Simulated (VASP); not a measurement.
# YPt2 (Fd-3m) in VASP: a series of runs, part 2 of 2

VASP 6.6.1.

**3. Relaxation of cell and atoms, LDA**

This run uses another cell than the first one, of 18.22 Å³/atom, 1.020 times its volume.

File INCAR:

```
ALGO = Normal ; EDIFF = 1E-6
EDIFFG = -0.01 ; ENCUT = 600
GGA = CA ; IBRION = 2
ISIF = 3 ; ISMEAR = 0
LASPH = T ; LCHARG = F
LREAL = F ; LWAVE = F
NELM = 80 ; NSW = 80
PREC = Accurate ; SIGMA = 0.05
```

File KPOINTS:

```
k-points
0
Gamma
  6 6 6
```

File POSCAR:

```
YPt2
1.0
    0.0000000000      3.7950000000      3.7950000000
    3.7950000000      0.0000000000      3.7950000000
    3.7950000000      3.7950000000      0.0000000000
Y Pt
2 4
Direct
    0.0000000000      0.0000000000      0.0000000000
    0.2500000000      0.2500000000      0.2500000000
    0.6250000000      0.6250000000      0.6250000000
    0.1250000000      0.6250000000      0.6250000000
    0.6250000000      0.6250000000      0.1250000000
    0.6250000000      0.1250000000      0.6250000000
```

Potentials or basis: VASP PAW LDA potentials, release 64 (Y_sv, Pt).

Started as:

```
$ cat potpaw_LDA.64/Y_sv/POTCAR potpaw_LDA.64/Pt/POTCAR > POTCAR
$ mpirun -np 1 vasp_std > vasp.out
```

OUTCAR:

```text
EDIFF = 1E-6
   EDIFFG = -0.01
   ENCUT = 600
   GGA = CA
   IBRION = 2
   ISIF = 3
   ISMEAR = 0
   LASPH = T
   LREAL = F
   NELM = 80
   NSW = 80
   PREC = Accurate

 ion  position               nearest neighbor table
   1  0.000  0.000  0.000-   3 3.15   6 3.15   3 3.15   4 3.15   3 3.15   4 3.15   5 3.15   6 3.15
                             6 3.15   5 3.15   5 3.15   4 3.15   2 3.29   2 3.29   2 3.29   2 3.29
   2  0.250  0.250  0.250-   4 3.15   5 3.15   6 3.15   3 3.15   3 3.15   4 3.15   3 3.15   6 3.15
                             5 3.15   4 3.15   5 3.15   6 3.15   1 3.29   1 3.29   1 3.29   1 3.29
   3  0.625  0.625  0.625-   4 2.68   5 2.68   6 2.68   5 2.68   6 2.68   4 2.68   1 3.15   2 3.15
                             1 3.15   2 3.15   1 3.15   2 3.15
   4  0.125  0.625  0.625-   3 2.68   5 2.68   6 2.68   3 2.68   5 2.68   6 2.68   2 3.15   2 3.15
                             1 3.15   1 3.15   2 3.15   1 3.15
   5  0.625  0.625  0.125-   3 2.68   3 2.68   4 2.68   6 2.68   6 2.68   4 2.68   1 3.15   2 3.15
                             1 3.15   2 3.15   1 3.15   2 3.15
   6  0.625  0.125  0.625-   3 2.68   5 2.68   3 2.68   4 2.68   5 2.68   4 2.68   2 3.15   1 3.15
                             1 3.15   2 3.15   2 3.15   1 3.15

  LATTYP: Found a face centered cubic cell.
 ALAT       =     7.5900000000

  Lattice vectors:

 A1 = (   0.0000000000,   3.7950000000,   3.7950000000)
 A2 = (   3.7950000000,   0.0000000000,   3.7950000000)
 A3 = (   3.7950000000,   3.7950000000,   0.0000000000)

Analysis of symmetry for initial positions (statically):
=====================================================================
 Subroutine PRICEL returns:
 Original cell was already a primitive cell.

 Routine SETGRP: Setting up the symmetry group for a
 face centered cubic supercell.

 Subroutine GETGRP returns: Found 48 space group operations
 (whereof 24 operations were pure point group operations)
 out of a pool of 48 trial point group operations.

The static configuration has the point symmetry T_d .
 The point group associated with its full space group is O_h .

Analysis of symmetry for dynamics (positions and initial velocities):
=====================================================================
 Subroutine PRICEL returns:
 Original cell was already a primitive cell.

 Routine SETGRP: Setting up the symmetry group for a
 face centered cubic supercell.

[... 120 lines left out ...]
   EFERMI_NEDOS =   21; number of points for ismear=-14 and -15
   IALGO  =     38    algorithm
   IMIX   =      4    mixing-type and parameters
     AMIX     =   0.40;   BMIX     =  1.00
     AMIX_MAG =   1.60;   BMIX_MAG =  1.00
  volume/ion in A,a.u.               =      18.22       122.94
  Fermi-wavevector in a.u.,A,eV,Ry     =   1.355138  2.560840 24.985736  1.836400
  Thomas-Fermi vector in A             =   2.482251
   LORBIT       =      0    0 simple, 1 ext, 2 COOP (PROOUT), +10 PAW based schemes
   GGA     = CA    functional components
   LHFCALC =     F    Hartree Fock is set to
   AEXX    =    0.0000 exact exchange contribution
   IVDW    =     0    specifies the selected vdW correction
   LEPSILON=     F    determine dielectric tensor
   LRPA    =     F    only Hartree local field effects (RPA)
 conjugate gradient relaxation of ions
 non-spin polarized calculation
 Gauss-broadening in eV      SIGMA  =   0.05
  energy-cutoff  :      600.00
  volume of cell :      109.31
 maximum number of plane-waves:      3695
 NGX is ok and might be reduce to    48
   NGX = 21   NGY = 21   NGZ = 21

--------------------------------------- Ionic step        1  -------------------------------------------

 number of electron      62.0000003 magnetization

 Free energy of the ion-electron system (eV)
  ---------------------------------------------------
  ext. energy  EPLUGINS =         0.00000000
  ---------------------------------------------------
  free energy    TOTEN  =       -50.67436956 eV

  energy without entropy =      -50.67180876  energy(sigma->0) =      -50.67308916

------------------------ aborting loop because EDIFF is reached ----------------------------------------

  FORCE on cell =-STRESS in cart. coord.  units (eV):
  Direction    XX          YY          ZZ          XY          YZ          ZX
  --------------------------------------------------------------------------------------
  -------------------------------------------------------------------------------------
  Total       -2.2533040     -2.2533040     -2.2533040      0.0000000      0.0000000     -0.0000000
  in kB      -33.0266887    -33.0266887    -33.0266887      0.0000000      0.0000000     -0.0000000
  external PRESSURE =     -33.0266887 kB  Pullay stress =       0.0000000 kB
[... 67 lines left out ...]
--------------------------------------- Ionic step        3  -------------------------------------------

 number of electron      61.9999999 magnetization

 Free energy of the ion-electron system (eV)
  ---------------------------------------------------
  ext. energy  EPLUGINS =         0.00000000
  ---------------------------------------------------
  free energy    TOTEN  =       -50.69415597 eV

  energy without entropy =      -50.69171651  energy(sigma->0) =      -50.69293624

 E-fermi :   8.5433     XC(G=0): -12.5176

 val. band max:        8.5131058093   @ k =  -0.3333   0.5000   0.1667
 cond. band min:       8.6545237191   @ k =   0.3333   0.0000   0.0000
 fundamental gap:      0.1414179098
 Fermi energy:         8.5432891883

 k-point     1 :       0.0000    0.0000    0.0000
  band No.  band energies     occupation
      1     -33.9281      2.00000
      2     -33.7896      2.00000
      3     -14.2354      2.00000
      4     -14.2354      2.00000
      5     -14.2354      2.00000
      6     -13.8591      2.00000
[... 662 lines left out ...]
  FREE ENERGIE OF THE ION-ELECTRON SYSTEM (eV)
  ---------------------------------------------------
  free  energy   TOTEN  =       -50.6941559691 eV

  energy  without entropy=      -50.6917165119  energy(sigma->0) =      -50.69293624

 reached required accuracy - stopping structural energy minimisation
```

OSZICAR:

```text
N       E                     dE             d eps       ncg     rms          rms(c)
DAV:   1     0.411909822402E+03    0.41191E+03   -0.34568E+04  1184   0.185E+03
DAV:   2    -0.250015989773E+02   -0.43691E+03   -0.41836E+03  1277   0.399E+02
DAV:   3    -0.524028798926E+02   -0.27401E+02   -0.26562E+02  1897   0.711E+01
[... 32 lines left out ...]
DAV:   6    -0.506941412660E+02   -0.42049E-02   -0.15922E-02  1942   0.380E-01    0.364E-01
DAV:   7    -0.506939937996E+02    0.14747E-03   -0.66093E-04  1527   0.107E-01    0.989E-02
DAV:   8    -0.506941507366E+02   -0.15694E-03   -0.80825E-05  1360   0.566E-02    0.127E-01
DAV:   9    -0.506941560897E+02   -0.53531E-05   -0.61112E-05  1657   0.268E-02    0.140E-02
DAV:  10    -0.506941559691E+02    0.12059E-06   -0.19036E-06   938   0.739E-03
   3 F= -.50694156E+02 E0= -.50692936E+02  d E =-.197864E-01
```

CONTCAR:

```text
YPt2
   1.00000000000000
     0.0000000000000000    3.7732855544237456    3.7732855544237456
     3.7732855544237456    0.0000000000000000    3.7732855544237456
     3.7732855544237456    3.7732855544237456   -0.0000000000000000
  Y               Pt
     2     4
Direct
     0.0000000000000000    0.0000000000000000    0.0000000000000000
     0.2500000000000000    0.2500000000000000    0.2500000000000000
     0.6250000000000000    0.6250000000000000    0.6250000000000000
     0.1250000000000000    0.6250000000000000    0.6250000000000000
     0.6250000000000000    0.6250000000000000    0.1250000000000000
     0.6250000000000000    0.1250000000000000    0.6250000000000000

  0.00000000E+00  0.00000000E+00  0.00000000E+00
  0.00000000E+00  0.00000000E+00  0.00000000E+00
  0.00000000E+00  0.00000000E+00  0.00000000E+00
  0.00000000E+00  0.00000000E+00  0.00000000E+00
  0.00000000E+00  0.00000000E+00  0.00000000E+00
  0.00000000E+00  0.00000000E+00  0.00000000E+00
```

It took 17 min on 1 thread of AMD EPYC 7R13 (Zen 3), shared host; peak memory 0.26 GiB.

What came out:

| Item | Value |
| --- | --- |
| Free energy | -50.6942 eV |
| Relaxed volume | 17.91 Å³/atom |
| Relaxed cell | a = 5.336 Å, b = 5.336 Å, c = 5.336 Å, α = 60.00°, β = 60.00°, γ = 60.00° |
| Space group after relaxing (to 0.05 Å) | Fd-3m (No. 227) |
| Energy gained by relaxing | 3.3 meV/atom |
| Ionic steps | 3 |
| Pressure after relaxing | 0.0 GPa |
| Band gap on the k mesh | zero (band 31 reaches 9.14 eV, above the bottom of band 32 at 8.36 eV) |

Step by step:
```csv
step,energy change (eV),largest force (eV/Å),pressure (GPa),volume (Å³)
1,0.0000,0.0000,-3.30,109.31
2,0.0762,0.0000,8.08,103.48
3,-0.0198,0.0000,-0.05,107.45
```

Final structure:
```xyz
6
Lattice="0.0000 3.7733 3.7733 3.7733 0.0000 3.7733 3.7733 3.7733 0.0000" Properties=species:S:1:pos:R:3 pbc="T T T"
Y     0.0000    0.0000    0.0000
Y     1.8866    1.8866    1.8866
Pt    4.7166    4.7166    4.7166
Pt    4.7166    2.8300    2.8300
Pt    2.8300    2.8300    4.7166
Pt    2.8300    4.7166    2.8300
```

Levels at points of the mesh, in eV from the Fermi level:
| k point | band 29 | band 30 | band 31 | band 32 | band 33 | band 34 |
| --- | --- | --- | --- | --- | --- | --- |
| (0.00, 0.00, 0.00) | -0.36 | -0.36 | -0.36 | 0.66 | 0.70 | 0.70 |
| (0.50, 0.00, 0.00) | -1.50 | 0.56 | 0.60 | 0.60 | 0.70 | 1.17 |
| (0.50, 0.50, 0.00) | -1.68 | -1.68 | -0.12 | -0.12 | 1.81 | 1.81 |

Caveat: spin-orbit coupling is left out, which moves the levels of the heavy elements. Zero-point motion and thermal expansion aren't in these numbers.
